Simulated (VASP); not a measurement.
# AlN (F-43m) in VASP: notebook

AlN is run at these levels: PBEsol, LDA; tasks: single point.

All numbers are computed with VASP 6.6.1; they aren't measurements. Logs are shortened: lines on timing, memory, paths and dates and some standing lists are left out, and cuts for length are marked.

## (1) The cell of the first run

The structure is cubic, space group F-43m (No. 216). Conventional cell: a = 4.343 Å, b = 4.343 Å, c = 4.343 Å, α = 90.00°, β = 90.00°, γ = 90.00°. Al (site symmetry -43m) has 4 N at 1.88 Å within 2.5 Å. N (site symmetry -43m) has 4 Al at 1.88 Å within 2.5 Å.

## (2) Single point, PBEsol

The input, INCAR:

```
SYSTEM = AlN
  PREC = Accurate
  ENCUT = 520
  EDIFF = 1E-6
  ISMEAR = -1
  SIGMA = 0.05
  LREAL = .FALSE.
  LASPH = .TRUE.
  NELM = 80
  ALGO = Normal
  ISIF = 2
  LWAVE = .FALSE.
  LCHARG = .FALSE.
  GGA = PS
  NBANDS = 11
```

The input, KPOINTS:

```
Automatic mesh
0
G
  10 10 10
  0 0 0
```

The input, POSCAR:

```
AlN
1.0
    0.0000000000      2.1715162997      2.1715162997
    2.1715162997      0.0000000000      2.1715162997
    2.1715162997      2.1715162997      0.0000000000
Al N
1 1
Direct
    0.0000000000      0.0000000000      0.0000000000
    0.2500000000      0.2500000000      0.2500000000
```

Potentials or basis: VASP PAW PBE potentials, release 64 (Al, N).

Started as:

```console
cat potpaw_PBE.64/Al/POTCAR potpaw_PBE.64/N/POTCAR > POTCAR
mpirun -np 1 vasp_std > vasp.out
```

OUTCAR:

```text
SYSTEM = AlN
   PREC = Accurate
   ENCUT = 520
   EDIFF = 1E-6
   ISMEAR = -1
   LREAL = .FALSE.
   LASPH = .TRUE.
   NELM = 80
   ISIF = 2
   GGA = PS

 ion  position               nearest neighbor table
   1  0.000  0.000  0.000-   2 1.88   2 1.88   2 1.88   2 1.88
   2  0.250  0.250  0.250-   1 1.88   1 1.88   1 1.88   1 1.88

  LATTYP: Found a face centered cubic cell.
 ALAT       =     4.3430325994

  Lattice vectors:

 A1 = (   0.0000000000,   2.1715162997,   2.1715162997)
 A2 = (   2.1715162997,   0.0000000000,   2.1715162997)
 A3 = (   2.1715162997,   2.1715162997,   0.0000000000)

Analysis of symmetry for initial positions (statically):
=====================================================================
 Subroutine PRICEL returns:
 Original cell was already a primitive cell.

 Routine SETGRP: Setting up the symmetry group for a
 face centered cubic supercell.

 Subroutine GETGRP returns: Found 24 space group operations
 (whereof 24 operations were pure point group operations)
 out of a pool of 48 trial point group operations.

The static configuration has the point symmetry T_d .

Analysis of symmetry for dynamics (positions and initial velocities):
=====================================================================
 Subroutine PRICEL returns:
 Original cell was already a primitive cell.

 Routine SETGRP: Setting up the symmetry group for a
 face centered cubic supercell.

 Subroutine GETGRP returns: Found 24 space group operations
 (whereof 24 operations were pure point group operations)
 out of a pool of 48 trial point group operations.

The dynamic configuration has the point symmetry T_d .

 Subroutine INISYM returns: Found 24 space group operations
 (whereof 24 operations are pure point group operations),
 and found     1 'primitive' translations

----------------------------------------------------------------------------------------

                                     Primitive cell

  volume of cell :      20.4795

  direct lattice vectors                    reciprocal lattice vectors
     0.000000000  2.171516300  2.171516300    -0.230253855  0.230253855  0.230253855
     2.171516300  0.000000000  2.171516300     0.230253855 -0.230253855  0.230253855
     2.171516300  2.171516300  0.000000000     0.230253855  0.230253855 -0.230253855

  length of vectors
     3.070987802  3.070987802  3.070987802     0.398811376  0.398811376  0.398811376

  position of ions in fractional coordinates (direct lattice)
     0.000000000  0.000000000  0.000000000
     0.250000000  0.250000000  0.250000000

  ion indices of the primitive-cell ions
   primitive index   ion index
                 1           1
                 2           2

----------------------------------------------------------------------------------------

 KPOINTS: Automatic mesh

Automatic generation of k-mesh.
 Grid dimensions read from file:
 generate k-points for:   10   10   10

 Generating k-lattice:

  Cartesian coordinates                     Fractional coordinates (reciprocal lattice)
    -0.023025386  0.023025386  0.023025386     0.100000000  0.000000000  0.000000000
     0.023025386 -0.023025386  0.023025386     0.000000000  0.100000000  0.000000000
     0.023025386  0.023025386 -0.023025386     0.000000000  0.000000000  0.100000000

  Length of vectors
     0.039881138  0.039881138  0.039881138

  Shift w.r.t. Gamma in fractional coordinates (k-lattice)
     0.000000000  0.000000000  0.000000000

 Subroutine IBZKPT returns following result:
 ===========================================

 Found     47 irreducible k-points:

 Following reciprocal coordinates:
            Coordinates               Weight
  0.000000  0.000000  0.000000      1.000000
  0.100000  0.000000  0.000000      8.000000
  0.200000  0.000000  0.000000      8.000000
  0.300000  0.000000  0.000000      8.000000
  0.400000  0.000000  0.000000      8.000000
  0.500000  0.000000  0.000000      4.000000
[... 16 lines left out ...]
  0.300000  0.300000  0.000000      6.000000
  0.400000  0.300000  0.000000     24.000000
 [... further k-points ...]
   k-points           NKPTS =     47   k-points in BZ     NKDIM =     47   number of bands    NBANDS=     11
   number of dos      NEDOS =    301   number of ions     NIONS =      2
   total plane-waves  NPLWV =  13824
   dimension x,y,z NGX =    24 NGY =   24 NGZ =   24
   dimension x,y,z NGXF=    48 NGYF=   48 NGZF=   48
   ions per type =               1   1
   NGX,Y,Z   is equivalent  to a cutoff of  12.99, 12.99, 12.99 a.u.
   NGXF,Y,Z  is equivalent  to a cutoff of  25.98, 25.98, 25.98 a.u.
 SYSTEM =  AlN
   PREC   = accura    normal or accurate (medium, high low for compatibility)
   ISTART =      0    job   : 0-new  1-cont  2-samecut
   ICHARG =      2    charge: 1-file 2-atom 10-const
   ISPIN  =      1    spin polarized calculation?
   LNONCOLLINEAR =      F non collinear calculations
   LSORBIT =      F    spin-orbit coupling
   LASPH  =      T    aspherical Exc in radial PAW
   ENCUT  =  520.0 eV  38.22 Ry    6.18 a.u.   5.71  5.71  5.71*2*pi/ulx,y,z
   NELM   =     80;   NELMIN=  2; NELMDL= -5     # of ELM steps
   EDIFF  = 0.1E-05   stopping-criterion for ELM
   LREAL  =      F    real-space projection
   EDIFFG = 0.1E-04   stopping-criterion for IOM
   NSW    =      0    number of steps for IOM
   IBRION =     -1    ionic relax: 0-MD 1-quasi-New 2-CG
   NFREE  =      0    steps in history (QN), initial steepest desc. (CG)
   ISIF   =      2    stress and relaxation
   ISYM   =      2    0-nonsym 1-usesym 2-fastsym
   POTIM  = 0.5000    time-step for ionic-motion
   TEBEG  =    0.0;   TEEND  =   0.0 temperature during run
   PSTRESS=    0.0 pullay stress
   NELECT =       8.0000    total number of electrons
   NUPDOWN=      -1.0000    fix difference up-down
   EMIN   =  10.00;   EMAX   =-10.00  energy-range for DOS
   EFERMI =   0.00;   METHOD = LEGACY
   ISMEAR =    -1;   SIGMA  =   0.05  broadening in eV -4-tet -1-fermi 0-gaus
   EFERMI_NEDOS =   21; number of points for ismear=-14 and -15
   IALGO  =     38    algorithm
   IMIX   =      4    mixing-type and parameters
     AMIX     =   0.40;   BMIX     =  1.00
     AMIX_MAG =   1.60;   BMIX_MAG =  1.00
  volume/ion in A,a.u.               =      10.24        69.10
  Fermi-wavevector in a.u.,A,eV,Ry     =   1.196736  2.261503 19.485956  1.432177
  Thomas-Fermi vector in A             =   2.332669
   LORBIT       =      0    0 simple, 1 ext, 2 COOP (PROOUT), +10 PAW based schemes
   GGA     = PS    functional components
   LHFCALC =     F    Hartree Fock is set to
   AEXX    =    0.0000 exact exchange contribution
   IVDW    =     0    specifies the selected vdW correction
   LEPSILON=     F    determine dielectric tensor
   LRPA    =     F    only Hartree local field effects (RPA)
 non-spin polarized calculation
  energy-cutoff  :      520.00
  volume of cell :       20.48
 maximum number of plane-waves:       568
   NGX = 11   NGY = 11   NGZ = 11

 number of electron       7.9999999 magnetization

 Free energy of the ion-electron system (eV)
  ---------------------------------------------------
  ext. energy  EPLUGINS =         0.00000000
  ---------------------------------------------------
  free energy    TOTEN  =       -15.60353583 eV

  energy without entropy =      -15.60353583  energy(sigma->0) =      -15.60353583

 E-fermi :   7.0952     XC(G=0): -11.2046

 val. band max:        6.0415855400   @ k =   0.0000   0.0000   0.0000
 cond. band min:       9.2362053115   @ k =   0.5000   0.5000   0.0000
 fundamental gap:      3.1946197715
 Fermi energy:         7.0952045285

 k-point     1 :       0.0000    0.0000    0.0000
  band No.  band energies     occupation
      1      -9.0177      2.00000
      2       6.0416      2.00000
      3       6.0416      2.00000
      4       6.0416      2.00000
      5      10.3266      0.00000
      6      18.6797      0.00000
      7      18.6797      0.00000
      8      18.6797      0.00000
      9      23.7661      0.00000
     10      23.7661      0.00000
     11      25.1528      0.00000

 k-point     2 :       0.1000    0.0000    0.0000
  band No.  band energies     occupation
      1      -8.8665      2.00000
      2       5.2211      2.00000
      3       5.9895      2.00000
      4       5.9895      2.00000
      5      10.9858      0.00000
      6      18.2878      0.00000
      7      18.8160      0.00000
      8      18.8160      0.00000
      9      22.4775      0.00000
     10      22.4775      0.00000
     11      24.3362      0.00000

 k-point     3 :       0.2000    0.0000    0.0000
  band No.  band energies     occupation
      1      -8.4358      2.00000
      2       3.5896      2.00000
      3       5.8597      2.00000
      4       5.8597      2.00000
      5      12.1049      0.00000
      6      17.4780      0.00000
      7      18.7252      0.00000
      8      18.7252      0.00000
      9      21.9540      0.00000
     10      21.9540      0.00000
     11      23.4727      0.00000

 k-point     4 :       0.3000    0.0000    0.0000
  band No.  band energies     occupation
      1      -7.8070      2.00000
      2       1.9069      2.00000
      3       5.7109      2.00000
      4       5.7109      2.00000
      5      12.9363      0.00000
      6      16.7024      0.00000
      7      18.0254      0.00000
      8      18.0254      0.00000
      9      23.0536      0.00000
     10      23.0536      0.00000
     11      23.3145      0.00000
[... 239 lines left out ...]
 k-point    22 :      -0.2000    0.2000    0.0000
  band No.  band energies     occupation
      1      -7.6004      2.00000
      2       2.2208      2.00000
      3       4.3129      2.00000
      4       5.7878      2.00000
      5      13.6550      0.00000
      6      16.0206      0.00000
      7      17.5095      0.00000
      8      18.5623      0.00000
      9      21.0508      0.00000
     10      24.5757      0.00000
     11      27.4651      0.00000

 k-point    23 :       0.3000    0.3000    0.0000
  band No.  band energies     occupation
      1      -7.4171      2.00000
      2       2.4791      2.00000
      3       4.7778      2.00000
      4       4.7778      2.00000
      5      11.3167      0.00000
      6      15.7327      0.00000
      7      18.0292      0.00000
      8      20.6417      0.00000
      9      20.6417      0.00000
     10      26.4911      0.00000
     11      29.9977      0.00000

 k-point    24 :       0.4000    0.3000    0.0000
  band No.  band energies     occupation
      1      -6.9325      2.00000
      2       1.8251      2.00000
      3       4.3035      2.00000
      4       4.6118      2.00000
      5      10.8780      0.00000
      6      15.5613      0.00000
      7      18.4252      0.00000
      8      20.7173      0.00000
      9      21.2392      0.00000
     10      27.4365      0.00000
     11      29.7967      0.00000

 [... further k-points ...]

------------------------ aborting loop because EDIFF is reached ----------------------------------------

  FORCE on cell =-STRESS in cart. coord.  units (eV):
  Direction    XX          YY          ZZ          XY          YZ          ZX
  --------------------------------------------------------------------------------------
  -------------------------------------------------------------------------------------
  Total        0.6402796      0.6402796      0.6402796     -0.0000000      0.0000000      0.0000000
  in kB       50.0911467     50.0911467     50.0911467     -0.0000000      0.0000000      0.0000000
  external PRESSURE =      50.0911467 kB  Pullay stress =       0.0000000 kB

 VOLUME and BASIS-vectors are now :
 -----------------------------------------------------------------------------
  energy-cutoff  :      520.00
  volume of cell :       20.48
      direct lattice vectors                 reciprocal lattice vectors
     0.000000000  2.171516300  2.171516300    -0.230253855  0.230253855  0.230253855
     2.171516300  0.000000000  2.171516300     0.230253855 -0.230253855  0.230253855
     2.171516300  2.171516300  0.000000000     0.230253855  0.230253855 -0.230253855

 POSITION                                       TOTAL-FORCE (eV/Angst)
 -----------------------------------------------------------------------------------
      0.00000      0.00000      0.00000         0.000000      0.000000     -0.000000
      1.08576      1.08576      1.08576        -0.000000     -0.000000      0.000000
 -----------------------------------------------------------------------------------
    total drift:                                0.000000      0.000000      0.000000

  FREE ENERGIE OF THE ION-ELECTRON SYSTEM (eV)
  ---------------------------------------------------
  free  energy   TOTEN  =       -15.6035358346 eV

  energy  without entropy=      -15.6035358346  energy(sigma->0) =      -15.60353583
```

Run time: 4.6 s. Hardware: 1 thread of Intel Xeon Platinum 8559C (Emerald Rapids), shared host; peak memory 0.13 GiB.

Results:

- Free energy: -15.6035 eV
- Pressure: 5.0 GPa
- Band gap on the k mesh: 3.19 eV, indirect (least direct gap 4.29 eV)

Caveat: the PAW data sets were made with another functional, which shifts forces and pressure a little. A k mesh can miss the band edges.

## (3) Single point, PBEsol

This run uses another cell than the first one, of 10.02 Å³/atom, 0.978 times its volume.

INCAR, as its differences from that of step 2:

```diff
@@ -3,3 +3,3 @@
   ENCUT = 520
-  EDIFF = 1E-6
+  EDIFF = 1E-7
   ISMEAR = -1
@@ -8,3 +8,3 @@
   LASPH = .TRUE.
-  NELM = 80
+  NELM = 100
   ALGO = Normal
```

The input, KPOINTS:

```
regular mesh
0
G
  10 10 10
  0 0 0
```

The input, POSCAR:

```
AlN
1.0
    0.0000000000      2.1557630393      2.1557630393
    2.1557630393      0.0000000000      2.1557630393
    2.1557630393      2.1557630393      0.0000000000
Al N
1 1
Direct
    0.0000000000      0.0000000000      0.0000000000
    0.2500000000      0.2500000000      0.2500000000
```

Potentials or basis: VASP PAW PBE potentials, release 64 (Al, N).

Started as:

```console
cat potpaw_PBE.64/Al/POTCAR potpaw_PBE.64/N/POTCAR > POTCAR
mpirun -np 1 vasp_std > vasp.out
```

Run time: 5.4 s. Hardware: 1 thread of Intel Xeon Platinum 8559C (Emerald Rapids), shared host; peak memory 0.13 GiB.

Results (log left out):

```
Free energy            : -15.5826 eV
Pressure               : 10.1 GPa
Band gap on the k mesh : 3.20 eV, indirect (least direct gap 4.48 eV)
```

Levels at points of the mesh, in eV from the valence-band top:
```
           k point  band 2  band 3  band 4  band 5  band 6  band 7
(0.00, 0.00, 0.00)    0.00    0.00    0.00    4.48   12.86   12.86
(0.50, 0.00, 0.00)   -6.08   -0.49   -0.49    7.64   10.03   11.28
(0.50, 0.50, 0.00)   -5.07   -1.83   -1.83    3.20    8.72   14.41
```

Caveat: the PAW data sets were made with another functional, which shifts forces and pressure a little. A k mesh can miss the band edges.

## (4) Single point, LDA

The input, INCAR:

```
PREC = Accurate
ENCUT = 520
EDIFF = 1E-7
ISMEAR = -1
SIGMA = 0.05
LREAL = F
LASPH = T
NELM = 60
ALGO = Normal
ISIF = 2
LWAVE = F
LCHARG = F
GGA = CA
NBANDS = 11
```

The input, KPOINTS:

```
Automatic mesh
0
Gamma
  10 10 10
```

The input, POSCAR:

```
AlN
1.0
    0.0000000000      2.1711406855      2.1711406855
    2.1711406855      0.0000000000      2.1711406855
    2.1711406855      2.1711406855      0.0000000000
Al N
1 1
Direct
    0.0000000000      0.0000000000      0.0000000000
    0.2500000000      0.2500000000      0.2500000000
```

Potentials or basis: VASP PAW LDA potentials, release 64 (Al, N).

Started as:

```console
cat potpaw_LDA.64/Al/POTCAR potpaw_LDA.64/N/POTCAR > POTCAR
mpirun -np 1 vasp_std > vasp.out
```

It took 3.8 s on 1 thread of Intel Xeon Platinum 8559C (Emerald Rapids), shared host; peak memory 0.12 GiB.

It converged, with:

```yaml
Free_energy: -16.3754 eV
Pressure: 0.6 GPa
Band_gap_on_the_k_mesh: 3.23 eV, indirect (least direct gap 4.39 eV)
```

Levels at points of the mesh, in eV from the valence-band top:
```tsv
k point	band 1	band 2	band 3	band 4	band 5	band 6	band 7	band 8
(0.00, 0.00, 0.00)	-14.93	0.00	0.00	0.00	4.39	12.51	12.51	12.51
(0.50, 0.00, 0.00)	-12.75	-5.98	-0.49	-0.49	7.43	9.89	11.07	11.07
(0.50, 0.50, 0.00)	-12.08	-5.01	-1.81	-1.81	3.23	8.52	13.99	15.71
```

A k mesh can miss the band edges.

## (5) Summary

| level | potentials or basis | cell | gap on the mesh (eV) | pressure (GPa) |
| --- | --- | --- | --- | --- |
| PBEsol | VASP PAW PBE potentials, release 64 (Al, N) | a = 3.071 Å, angles 60.0°, 2 atoms | 3.19 | 5.0 |
| PBEsol | VASP PAW PBE potentials, release 64 (Al, N) | a = 3.049 Å, angles 60.0°, 2 atoms | 3.20 | 10.1 |
| LDA | VASP PAW LDA potentials, release 64 (Al, N) | a = 3.070 Å, angles 60.0°, 2 atoms | 3.23 | 0.6 |

Alike in all rows: task single point; no spin polarisation; k mesh 10 × 10 × 10; cutoff (eV) 520; smearing fermi-dirac 0.05 eV.

Caveats: the PAW data sets were made with another functional, which shifts forces and pressure a little (some runs).

Total energies depend on the potentials used, so only differences within one code and one set of settings carry meaning.
